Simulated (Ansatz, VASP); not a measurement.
Al2Pt: VASP beside Ansatz

```
CELL_PARAMETERS angstrom
0.00000 2.95500 2.89590
2.95500 0.00000 2.89590
2.95500 2.95500 0.00000
ATOMIC_POSITIONS crystal
Al 0.25000 0.25000 0.25000
Al 0.75000 0.75000 0.75000
Pt 0.00000 0.00000 0.00000
```

Change from the starting cell: zz strain of -2 %.

Alike in both runs: task single point; functional LDA; k mesh 12 × 12 × 12; occupations fermi-dirac, width 0.08 eV; no spin polarisation.

```csv
,VASP,Ansatz
version,VASP 6.6.1,Ansatz 0.2.0
potentials or method,"VASP PAW LDA potentials, release 64 (Al, Pt), cutoff 520 eV","all-electron LAPW, scalar-relativistic"
```

|  | VASP | Ansatz | Ansatz less VASP |
| --- | --- | --- | --- |
| pressure (GPa) | -0.8 | -1.2 | -0.38 |
| traceless stress, the component that is largest in VASP (GPa) | 1.00 | 1.01 | +0.006 |

LDA's correlation is that of Perdew and Zunger in VASP and of Perdew and Wang (1992) in Ansatz. Ansatz ran all-electron here, and VASP with PAW potentials.

Spin-orbit coupling is off throughout.
